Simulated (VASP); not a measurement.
# Te2Mo (P6_3/mmc) in VASP: relaxation of the atoms with PBE+D3(BJ)

Aim: the relaxation of the atoms of Te2Mo with PBE+D3(BJ).

All numbers are computed with VASP 6.6.1; they aren't measurements. Logs are shortened: lines on timing, memory, paths and dates and some standing lists are left out, and cuts for length are marked.

## (1) The cell of the first run

Symmetry: P6_3/mmc, No. 194, hexagonal system. The conventional cell has a = 3.518 Å, b = 3.518 Å, c = 13.974 Å, α = 90.00°, β = 90.00°, γ = 120.00°. Within 3.7 Å of Te (site symmetry 3m) lie 3 Mo at 2.72 Å and 7 Te at 3.52 to 3.61 Å. Mo (site symmetry -6m2) has 6 Te at 2.72 Å and 6 Mo at 3.52 Å within 3.6 Å.

## (2) Relaxation of the atoms, PBE+D3(BJ)

Input file INCAR:

```
SYSTEM = Te2Mo
PREC = Accurate
ENCUT = 520
EDIFF = 1E-7
ISMEAR = 0
SIGMA = 0.02
LREAL = .FALSE.
LASPH = .TRUE.
NELM = 100
ALGO = Normal
ISIF = 2
LWAVE = .FALSE.
LCHARG = .FALSE.
GGA = PE
IVDW = 12
IBRION = 2
NSW = 60
EDIFFG = -0.01
KPAR = 2
```

Input file KPOINTS:

```
Automatic mesh
0
G
  12 12 2
  0 0 0
```

Input file POSCAR:

```
Te2Mo
1.0
    3.5182000000      0.0000000000      0.0000000000
   -1.7591000000      3.0468505756      0.0000000000
    0.0000000000      0.0000000000     13.9736000000
Te Mo
4 2
Direct
    0.3333333333      0.6666666667      0.6210000000
    0.6666666667      0.3333333333      0.1210000000
    0.3333333333      0.6666666667      0.8790000000
    0.6666666667      0.3333333333      0.3790000000
    0.3333333333      0.6666666667      0.2500000000
    0.6666666667      0.3333333333      0.7500000000
```

Potentials or basis: VASP PAW PBE potentials, release 64 (Te, Mo_sv).

Started as:

```console
> cat potpaw_PBE.64/Te/POTCAR potpaw_PBE.64/Mo_sv/POTCAR > POTCAR
> mpirun -np 2 vasp_std > vasp.out
```

OUTCAR:

```text
SYSTEM = Te2Mo
   PREC = Accurate
   ENCUT = 520
   EDIFF = 1E-7
   ISMEAR = 0
   LREAL = .FALSE.
   LASPH = .TRUE.
   NELM = 100
   ISIF = 2
   GGA = PE
   IVDW = 12
   IBRION = 2
   NSW = 60
   EDIFFG = -0.01
 IVDW          = 12

 ion  position               nearest neighbor table
   1  0.333  0.667  0.621-   6 2.72   6 2.72   6 2.72   3 3.61
   2  0.667  0.333  0.121-   5 2.72   5 2.72   5 2.72   4 3.61
   3  0.333  0.667  0.879-   6 2.72   6 2.72   6 2.72   1 3.61
   4  0.667  0.333  0.379-   5 2.72   5 2.72   5 2.72   2 3.61
   5  0.333  0.667  0.250-   2 2.72   4 2.72   2 2.72   4 2.72   2 2.72   4 2.72
   6  0.667  0.333  0.750-   1 2.72   3 2.72   1 2.72   3 2.72   1 2.72   3 2.72

  LATTYP: Found a hexagonal cell.
 ALAT       =     3.5182000000
 C/A-ratio  =     3.9718037633

  Lattice vectors:

 A1 = (   3.5182000000,   0.0000000000,   0.0000000000)
 A2 = (  -1.7591000000,   3.0468505756,   0.0000000000)
 A3 = (   0.0000000000,   0.0000000000,  13.9736000000)

Analysis of symmetry for initial positions (statically):
=====================================================================
 Subroutine PRICEL returns:
 Original cell was already a primitive cell.

 Routine SETGRP: Setting up the symmetry group for a
 hexagonal supercell.

 Subroutine GETGRP returns: Found 24 space group operations
 (whereof 12 operations were pure point group operations)
 out of a pool of 24 trial point group operations.

The static configuration has the point symmetry D_3d.
 The point group associated with its full space group is D_6h.

Analysis of symmetry for dynamics (positions and initial velocities):
=====================================================================
 Subroutine PRICEL returns:
 Original cell was already a primitive cell.

 Routine SETGRP: Setting up the symmetry group for a
 hexagonal supercell.

 Subroutine GETGRP returns: Found 24 space group operations
 (whereof 12 operations were pure point group operations)
 out of a pool of 24 trial point group operations.

The dynamic configuration has the point symmetry D_3d.
 The point group associated with its full space group is D_6h.

 Subroutine INISYM returns: Found 24 space group operations
 (whereof 12 operations are pure point group operations),
 and found     1 'primitive' translations

----------------------------------------------------------------------------------------

                                     Primitive cell

  volume of cell :     149.7890

  direct lattice vectors                    reciprocal lattice vectors
     3.518200000  0.000000000  0.000000000     0.284236257  0.164103880  0.000000000
    -1.759100000  3.046850576  0.000000000     0.000000000  0.328207759  0.000000000
[... 81 lines left out ...]
   NGX,Y,Z   is equivalent  to a cutoff of  13.23, 13.23, 12.85 a.u.
   NGXF,Y,Z  is equivalent  to a cutoff of  26.46, 26.46, 25.70 a.u.
 SYSTEM =  Te2Mo
   PREC   = accura    normal or accurate (medium, high low for compatibility)
   ISTART =      0    job   : 0-new  1-cont  2-samecut
   ICHARG =      2    charge: 1-file 2-atom 10-const
   ISPIN  =      1    spin polarized calculation?
   LNONCOLLINEAR =      F non collinear calculations
   LSORBIT =      F    spin-orbit coupling
   LASPH  =      T    aspherical Exc in radial PAW
   ENCUT  =  520.0 eV  38.22 Ry    6.18 a.u.   6.54  6.54 25.98*2*pi/ulx,y,z
   NELM   =    100;   NELMIN=  2; NELMDL= -5     # of ELM steps
   EDIFF  = 0.1E-06   stopping-criterion for ELM
   LREAL  =      F    real-space projection
   EDIFFG = -.1E-01   stopping-criterion for IOM
   NSW    =     60    number of steps for IOM
   IBRION =      2    ionic relax: 0-MD 1-quasi-New 2-CG
   NFREE  =      1    steps in history (QN), initial steepest desc. (CG)
   ISIF   =      2    stress and relaxation
   ISYM   =      2    0-nonsym 1-usesym 2-fastsym
   POTIM  = 0.5000    time-step for ionic-motion
   TEBEG  =    0.0;   TEEND  =   0.0 temperature during run
   PSTRESS=    0.0 pullay stress
   NELECT =      52.0000    total number of electrons
   NUPDOWN=      -1.0000    fix difference up-down
   EMIN   =  10.00;   EMAX   =-10.00  energy-range for DOS
   EFERMI =   0.00;   METHOD = LEGACY
   ISMEAR =     0;   SIGMA  =   0.02  broadening in eV -4-tet -1-fermi 0-gaus
   EFERMI_NEDOS =   21; number of points for ismear=-14 and -15
   IALGO  =     38    algorithm
   IMIX   =      4    mixing-type and parameters
     AMIX     =   0.40;   BMIX     =  1.00
     AMIX_MAG =   1.60;   BMIX_MAG =  1.00
  volume/ion in A,a.u.               =      24.96       168.47
  Fermi-wavevector in a.u.,A,eV,Ry     =   1.150578  2.174277 18.011787  1.323829
  Thomas-Fermi vector in A             =   2.287241
   LORBIT       =      0    0 simple, 1 ext, 2 COOP (PROOUT), +10 PAW based schemes
   GGA     = PE    functional components
   LHFCALC =     F    Hartree Fock is set to
   AEXX    =    0.0000 exact exchange contribution
   IVDW    =    12    specifies the selected vdW correction
   LEPSILON=     F    determine dielectric tensor
   LRPA    =     F    only Hartree local field effects (RPA)
 conjugate gradient relaxation of ions
 non-spin polarized calculation
 Gauss-broadening in eV      SIGMA  =   0.02
  energy-cutoff  :      520.00
  volume of cell :      149.79
 maximum number of plane-waves:      4095
 NGX is ok and might be reduce to    28
   NGX = 13   NGY = 13   NGZ = 51

--------------------------------------- Ionic step        1  -------------------------------------------

 number of electron      51.9999997 magnetization

 Free energy of the ion-electron system (eV)
  ---------------------------------------------------
  ext. energy  EPLUGINS =         0.00000000
  ---------------------------------------------------
  free energy    TOTEN  =       -35.98706095 eV

  energy without entropy =      -35.98706095  energy(sigma->0) =      -35.98706095

------------------------ aborting loop because EDIFF is reached ----------------------------------------

 Edisp (eV)   -3.21953

 E8    (eV) :    -1.4845
[... 79 lines left out ...]
--------------------------------------- Ionic step        3  -------------------------------------------

 number of electron      51.9999997 magnetization

 Free energy of the ion-electron system (eV)
  ---------------------------------------------------
  ext. energy  EPLUGINS =         0.00000000
  ---------------------------------------------------
  free energy    TOTEN  =       -35.99197247 eV

  energy without entropy =      -35.99197247  energy(sigma->0) =      -35.99197247

 E-fermi :   8.3383     XC(G=0): -10.4544

 val. band max:        8.1426521153   @ k =   0.0000   0.0000   0.0000
 cond. band min:       8.8901843475   @ k =   0.2500   0.1667   0.0000
 fundamental gap:      0.7475322322
 Fermi energy:         8.3382557296

 k-point     1 :       0.0000    0.0000    0.0000
  band No.  band energies     occupation
      1     -52.6677      2.00000
      2     -52.6677      2.00000
      3     -26.8328      2.00000
      4     -26.8328      2.00000
      5     -26.7055      2.00000
      6     -26.7055      2.00000
[... 805 lines left out ...]
     30       9.7436      0.00000
     31      10.9059      0.00000

 [... further k-points ...]

------------------------ aborting loop because EDIFF is reached ----------------------------------------

 Edisp (eV)   -3.21911

 E8    (eV) :    -1.4842
[... 29 lines left out ...]
  FREE ENERGIE OF THE ION-ELECTRON SYSTEM (eV)
  ---------------------------------------------------
  free  energy   TOTEN  =       -39.2110854733 eV

  energy  without entropy=      -39.2110854733  energy(sigma->0) =      -39.21108547

 reached required accuracy - stopping structural energy minimisation
```

CONTCAR:

```text
Te2Mo
   1.00000000000000
     3.5182000000000002    0.0000000000000000    0.0000000000000000
    -1.7591000000000001    3.0468505756000002    0.0000000000000000
     0.0000000000000000    0.0000000000000000   13.9735999999999994
  Te              Mo
     4     2
Direct
     0.3333333332999970    0.6666666667000030    0.6200821574213892
     0.6666666667000030    0.3333333332999970    0.1200821574213892
     0.3333333332999970    0.6666666667000030    0.8799178425786108
     0.6666666667000030    0.3333333332999970    0.3799178425786108
     0.3333333332999970    0.6666666667000030    0.2500000000000000
     0.6666666667000030    0.3333333332999970    0.7500000000000000

  0.00000000E+00  0.00000000E+00  0.00000000E+00
  0.00000000E+00  0.00000000E+00  0.00000000E+00
  0.00000000E+00  0.00000000E+00  0.00000000E+00
  0.00000000E+00  0.00000000E+00  0.00000000E+00
  0.00000000E+00  0.00000000E+00  0.00000000E+00
  0.00000000E+00  0.00000000E+00  0.00000000E+00
```

It took 3 min on 2 MPI ranks of AMD EPYC 9R45 (Zen 5), shared host; peak memory 0.36 GiB.

Results:

* Free energy: -39.2111 eV
* Energy gained by relaxing: 0.7 meV/atom
* Ionic steps: 3
* Pressure after relaxing: -1.3 GPa
* Largest force after relaxing: 0.003 eV/Å
* Band gap on the k mesh: 0.75 eV (least direct gap 1.05 eV)
* Dispersion energy per atom: -0.537 eV

Forces in eV/Å, atoms in the order of the input:
```
Te   0.000  0.000  0.003
Te   0.000  0.000  0.003
Te   0.000  0.000 -0.003
Te   0.000  0.000 -0.003
Mo   0.000  0.000  0.000
Mo   0.000  0.000  0.000
```

The path:
| step | energy change (eV) | largest force (eV/Å) | pressure (GPa) |
| --- | --- | --- | --- |
| 1 | 0.0000 | 0.1806 | -0.52 |
| 2 | -0.0041 | 0.0552 | -1.03 |
| 3 | -0.0045 | 0.0031 | -1.27 |

Final structure:
```
Te Mo
1.0
     3.51820    0.00000    0.00000
    -1.75910    3.04685    0.00000
     0.00000    0.00000   13.97360
Te Mo
4 2
Cartesian
  0.0000 2.0312 8.6648
  1.7591 1.0156 1.6780
  0.0000 2.0312 12.2956
  1.7591 1.0156 5.3088
  0.0000 2.0312 3.4934
  1.7591 1.0156 10.4802
```

Caveat: spin-orbit coupling is left out, which moves the levels of the heavy elements.
